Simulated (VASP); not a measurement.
# Bi2Te3 (P1) in VASP: single point with PBE

Aim: the single point of Bi2Te3 with PBE.

Program: VASP 6.6.1. These are calculated values, not measurements. Logs are shortened: lines on timing, memory, paths and dates and some standing lists are left out, and cuts for length are marked.

## 1. The cell of the first run

The typed cell holds 5 atoms: a = 10.073 Å, b = 10.003 Å, c = 10.120 Å, α = 25.67°, β = 25.22°, γ = 25.66°.

## 2. Single point, PBE

Contents of INCAR:

```
PREC     = Accurate       # precision mode
ENCUT    = 520            # plane-wave cutoff, eV
EDIFF    = 1E-6           # SCF threshold, eV
ISMEAR   = 0              # smearing method
SIGMA    = 0.1            # smearing width, eV
LREAL    = F              # projectors in reciprocal space
LASPH    = T              # aspherical terms in the spheres
NELM     = 80             # most SCF steps
ALGO     = Normal         # electronic algorithm
ISIF     = 2              # what is computed and relaxed
LWAVE    = F              # write WAVECAR
LCHARG   = F              # write CHGCAR
GGA      = PE             # functional
NBANDS   = 32             # bands
```

Contents of KPOINTS:

```
regular mesh
0
Gamma
  6 6 6
```

Contents of POSCAR:

```
Bi2Te3
1.0
    2.3086414384      1.1493621464      9.7369475067
   -2.1494152868      1.1856302726      9.6969445837
    0.1110221945     -2.6715413054      9.7600887601
Bi Te
2 3
Direct
    0.8289286942      0.7994239825      0.8086857029
    0.4053186939      0.3978121011      0.4082644180
    0.5964299767      0.6277468824      0.6142450494
    0.1903375333      0.2057833788      0.2060576523
   -0.0273130580      0.0165551745      0.0093913521
```

Potentials or basis: VASP PAW PBE potentials, release 64 (Bi_d, Te).

Command:

```sh
> cat potpaw_PBE.64/Bi_d/POTCAR potpaw_PBE.64/Te/POTCAR > POTCAR
> mpirun -np 1 vasp_std > vasp.out
```

OUTCAR:

```text
PREC = Accurate
   ENCUT = 520
   EDIFF = 1E-6
   ISMEAR = 0
   LREAL = F
   LASPH = T
   NELM = 80
   ISIF = 2
   GGA = PE

 ion  position               nearest neighbor table
   1  0.829  0.799  0.809-   4 2.96   4 3.03   4 3.10   2 3.32   2 3.36   2 3.46
   2  0.405  0.398  0.408-   5 3.20   5 3.27   1 3.32   1 3.36   5 3.43   1 3.46
   3  0.596  0.628  0.614-   5 2.94   5 3.02   5 3.05   4 3.41   4 3.44   4 3.48
   4  0.190  0.206  0.206-   1 2.96   1 3.03   1 3.10   3 3.41   3 3.44   3 3.48
   5  0.973  0.017  0.009-   3 2.94   3 3.02   3 3.05   2 3.20   2 3.27   2 3.43

  LATTYP: Found a triclinic cell.
 ALAT       =     4.4078757976
 B/A-ratio  =     1.0114585625
 C/A-ratio  =     2.4711826251
 COS(alpha) =     0.0086545901
 COS(beta)  =     0.3959624771
 COS(gamma) =     0.4914312892

  Lattice vectors:

 A1 = (  -2.1976192439,  -3.8209034518,   0.0231412534)
 A2 = (  -4.4580567252,   0.0362681262,  -0.0400029230)
 A3 = (  -0.0482039571,  -5.0065337244,  -9.6738033303)

Analysis of symmetry for initial positions (statically):
=====================================================================
 Subroutine PRICEL returns:
 Original cell was already a primitive cell.

 Routine SETGRP: Setting up the symmetry group for a
 triclinic supercell.

 Subroutine GETGRP returns: Found  1 space group operations
 (whereof  1 operations were pure point group operations)
 out of a pool of  2 trial point group operations.

The static configuration has the point symmetry C_1 .

Analysis of symmetry for dynamics (positions and initial velocities):
=====================================================================
 Subroutine PRICEL returns:
 Original cell was already a primitive cell.

 Routine SETGRP: Setting up the symmetry group for a
 triclinic supercell.

 Subroutine GETGRP returns: Found  1 space group operations
 (whereof  1 operations were pure point group operations)
 out of a pool of  2 trial point group operations.

The dynamic configuration has the point symmetry C_1 .

 Subroutine INISYM returns: Found  1 space group operations
 (whereof  1 operations are pure point group operations),
 and found     1 'primitive' translations

----------------------------------------------------------------------------------------

                                     Primitive cell

  volume of cell :     166.5020

  direct lattice vectors                    reciprocal lattice vectors
     2.308641438  1.149362146  9.736947507     0.225088240  0.132461223  0.033697013
    -2.149415287  1.185630273  9.696944584    -0.223604110  0.128836450  0.037808766
     0.111022195 -2.671541305  9.760088760    -0.002397080 -0.260150082  0.031276810

  length of vectors
    10.072686106 10.002821576 10.119722895     0.263336629  0.260820113  0.262034444

  position of ions in fractional coordinates (direct lattice)
     0.828928694  0.799423983  0.808685703
     0.405318694  0.397812101  0.408264418
     0.596429977  0.627746882  0.614245049
     0.190337533  0.205783379  0.206057652
     0.972686942  0.016555174  0.009391352

  ion indices of the primitive-cell ions
   primitive index   ion index
                 1           1
                 2           2
                 3           3
                 4           4
                 5           5

----------------------------------------------------------------------------------------

 KPOINTS: regular mesh

Automatic generation of k-mesh.
 Grid dimensions read from file:
 generate k-points for:    6    6    6

 Generating k-lattice:

  Cartesian coordinates                     Fractional coordinates (reciprocal lattice)
     0.037514707  0.022076870  0.005616169     0.166666667  0.000000000 -0.000000000
    -0.037267352  0.021472742  0.006301461     0.000000000  0.166666667  0.000000000
    -0.000399513 -0.043358347  0.005212802     0.000000000  0.000000000  0.166666667

  Length of vectors
     0.043889438  0.043470019  0.043672407

  Shift w.r.t. Gamma in fractional coordinates (k-lattice)
     0.000000000  0.000000000  0.000000000

 Subroutine IBZKPT returns following result:
 ===========================================

 Found    112 irreducible k-points:

 Following reciprocal coordinates:
            Coordinates               Weight
  0.000000  0.000000  0.000000      1.000000
  0.166667  0.000000 -0.000000      2.000000
  0.333333  0.000000 -0.000000      2.000000
  0.500000  0.000000 -0.000000      1.000000
 -0.000000  0.166667 -0.000000      2.000000
  0.166667  0.166667 -0.000000      2.000000
[... 16 lines left out ...]
  0.333333  0.000000  0.166667      2.000000
  0.500000  0.000000  0.166667      2.000000
 [... further k-points ...]
   k-points           NKPTS =    112   k-points in BZ     NKDIM =    112   number of bands    NBANDS=     32
   number of dos      NEDOS =    301   number of ions     NIONS =      5
   total plane-waves  NPLWV = 512000
   dimension x,y,z NGX =    80 NGY =   80 NGZ =   80
   dimension x,y,z NGXF=   160 NGYF=  160 NGZF=  160
   ions per type =               2   3
   NGX,Y,Z   is equivalent  to a cutoff of  13.20, 13.30, 13.14 a.u.
   NGXF,Y,Z  is equivalent  to a cutoff of  26.41, 26.59, 26.28 a.u.
 SYSTEM =  unknown system
   PREC   = accura    normal or accurate (medium, high low for compatibility)
   ISTART =      0    job   : 0-new  1-cont  2-samecut
   ICHARG =      2    charge: 1-file 2-atom 10-const
   ISPIN  =      1    spin polarized calculation?
   LNONCOLLINEAR =      F non collinear calculations
   LSORBIT =      F    spin-orbit coupling
   LASPH  =      T    aspherical Exc in radial PAW
   ENCUT  =  520.0 eV  38.22 Ry    6.18 a.u.  18.73 18.60 18.82*2*pi/ulx,y,z
   NELM   =     80;   NELMIN=  2; NELMDL= -5     # of ELM steps
   EDIFF  = 0.1E-05   stopping-criterion for ELM
   LREAL  =      F    real-space projection
   EDIFFG = 0.1E-04   stopping-criterion for IOM
   NSW    =      0    number of steps for IOM
   IBRION =     -1    ionic relax: 0-MD 1-quasi-New 2-CG
   NFREE  =      0    steps in history (QN), initial steepest desc. (CG)
   ISIF   =      2    stress and relaxation
   ISYM   =      2    0-nonsym 1-usesym 2-fastsym
   POTIM  = 0.5000    time-step for ionic-motion
   TEBEG  =    0.0;   TEEND  =   0.0 temperature during run
   PSTRESS=    0.0 pullay stress
   NELECT =      48.0000    total number of electrons
   NUPDOWN=      -1.0000    fix difference up-down
   EMIN   =  10.00;   EMAX   =-10.00  energy-range for DOS
   EFERMI =   0.00;   METHOD = LEGACY
   ISMEAR =     0;   SIGMA  =   0.10  broadening in eV -4-tet -1-fermi 0-gaus
   EFERMI_NEDOS =   21; number of points for ismear=-14 and -15
   IALGO  =     38    algorithm
   IMIX   =      4    mixing-type and parameters
     AMIX     =   0.40;   BMIX     =  1.00
     AMIX_MAG =   1.60;   BMIX_MAG =  1.00
  volume/ion in A,a.u.               =      33.30       224.72
  Fermi-wavevector in a.u.,A,eV,Ry     =   1.081472  2.043686 15.913135  1.169582
  Thomas-Fermi vector in A             =   2.217490
   LORBIT       =      0    0 simple, 1 ext, 2 COOP (PROOUT), +10 PAW based schemes
   GGA     = PE    functional components
   LHFCALC =     F    Hartree Fock is set to
   AEXX    =    0.0000 exact exchange contribution
   IVDW    =     0    specifies the selected vdW correction
   LEPSILON=     F    determine dielectric tensor
   LRPA    =     F    only Hartree local field effects (RPA)
 non-spin polarized calculation
 Gauss-broadening in eV      SIGMA  =   0.10
  energy-cutoff  :      520.00
  volume of cell :      166.50
 maximum number of plane-waves:      4510
 NGX is ok and might be reduce to    80
   NGX = 37   NGY = 37   NGZ = 37

 number of electron      47.9999998 magnetization

 Free energy of the ion-electron system (eV)
  ---------------------------------------------------
  ext. energy  EPLUGINS =         0.00000000
  ---------------------------------------------------
  free energy    TOTEN  =       -16.76332693 eV

  energy without entropy =      -16.75202193  energy(sigma->0) =      -16.75767443

 E-fermi :   6.5112     XC(G=0):  -9.4402

 val. band max:        6.5083210768   @ k =   0.0000   0.5000   0.3333
 cond. band min:       6.5115968394   @ k =   0.1667   0.1667   0.1667
 fundamental gap:      0.0032757626
 Fermi energy:         6.5111609213

 k-point     1 :       0.0000    0.0000    0.0000
  band No.  band energies     occupation
      1     -16.5641      2.00000
      2     -16.5585      2.00000
      3     -16.5323      2.00000
      4     -16.5305      2.00000
      5     -16.5249      2.00000
      6     -15.9733      2.00000
[... 24 lines left out ...]
     31      11.2493      0.00000
     32      11.5070      0.00000

 k-point     2 :       0.1667    0.0000   -0.0000
  band No.  band energies     occupation
      1     -16.5626      2.00000
      2     -16.5583      2.00000
      3     -16.5315      2.00000
      4     -16.5311      2.00000
      5     -16.5225      2.00000
      6     -15.9770      2.00000
[... 24 lines left out ...]
     31      10.4800      0.00000
     32      11.3720      0.00000

 k-point     3 :       0.3333    0.0000   -0.0000
  band No.  band energies     occupation
      1     -16.5622      2.00000
      2     -16.5563      2.00000
      3     -16.5328      2.00000
      4     -16.5286      2.00000
      5     -16.5175      2.00000
      6     -15.9850      2.00000
[... 24 lines left out ...]
     31      10.7186      0.00000
     32      11.4993      0.00000

 k-point     4 :       0.5000    0.0000   -0.0000
  band No.  band energies     occupation
      1     -16.5627      2.00000
      2     -16.5551      2.00000
      3     -16.5335      2.00000
      4     -16.5267      2.00000
      5     -16.5150      2.00000
      6     -15.9891      2.00000
[... 654 lines left out ...]
     31      10.5307      0.00000
     32      11.3836      0.00000

 k-point    23 :       0.3333    0.0000    0.1667
  band No.  band energies     occupation
      1     -16.5623      2.00000
      2     -16.5564      2.00000
      3     -16.5321      2.00000
      4     -16.5302      2.00000
      5     -16.5197      2.00000
      6     -15.9809      2.00000
[... 24 lines left out ...]
     31      10.8242      0.00000
     32      11.0280      0.00000

 k-point    24 :       0.5000    0.0000    0.1667
  band No.  band energies     occupation
      1     -16.5634      2.00000
      2     -16.5535      2.00000
      3     -16.5325      2.00000
      4     -16.5283      2.00000
      5     -16.5162      2.00000
      6     -15.9862      2.00000
[... 24 lines left out ...]
     31      10.7098      0.00000
     32      11.1624      0.00000

 [... further k-points ...]

------------------------ aborting loop because EDIFF is reached ----------------------------------------

  FORCE on cell =-STRESS in cart. coord.  units (eV):
  Direction    XX          YY          ZZ          XY          YZ          ZX
  --------------------------------------------------------------------------------------
  -------------------------------------------------------------------------------------
  Total        2.0676425      3.7939839      2.0716863      0.3783828      1.1023137     -0.8347030
  in kB       19.8960351     36.5078772     19.9349473      3.6410154     10.6070915     -8.0319889
  external PRESSURE =      25.4462865 kB  Pullay stress =       0.0000000 kB

 VOLUME and BASIS-vectors are now :
 -----------------------------------------------------------------------------
  energy-cutoff  :      520.00
  volume of cell :      166.50
      direct lattice vectors                 reciprocal lattice vectors
     2.308641438  1.149362146  9.736947507     0.225088240  0.132461223  0.033697013
    -2.149415287  1.185630273  9.696944584    -0.223604110  0.128836450  0.037808766
     0.111022195 -2.671541305  9.760088760    -0.002397080 -0.260150082  0.031276810

 POSITION                                       TOTAL-FORCE (eV/Angst)
 -----------------------------------------------------------------------------------
      0.28519     -0.25988     23.71605        -0.195710     -0.296549     -0.903597
      0.12600     -0.15318     11.78883        -0.163070     -0.022296     -0.454268
      0.09585     -0.21119     17.88972         0.028422     -0.157858     -0.960237
      0.01998     -0.08774      5.85992         0.114369      0.332746      0.967531
      2.21104      1.11251      9.72320         0.215988      0.143957      1.350570
 -----------------------------------------------------------------------------------
    total drift:                               -0.000386     -0.000370     -0.001584

  FREE ENERGIE OF THE ION-ELECTRON SYSTEM (eV)
  ---------------------------------------------------
  free  energy   TOTEN  =       -16.7633269334 eV

  energy  without entropy=      -16.7520219277  energy(sigma->0) =      -16.75767443
```

Wall time 88 min (1 thread of Intel Xeon 8259CL, shared host); peak memory 1.2 GiB.

What came out:

```yaml
Free_energy: -16.7633 eV
Pressure: 2.5 GPa
Largest_force: 1.375 eV/Å
Band_gap_on_the_k_mesh: zero (bands 24 and 25 overlap by 0.21 eV)
```

Forces in eV/Å, atoms in the order of the input:
```
Bi  -0.196 -0.297 -0.904
Bi  -0.163 -0.022 -0.454
Te   0.028 -0.158 -0.960
Te   0.114  0.333  0.968
Te   0.216  0.144  1.351
```

Caveat: spin-orbit coupling is left out, which moves the levels of the heavy elements; forces of over 1 eV/Å act on the atoms, so gaps and moduli don't describe the material at rest.
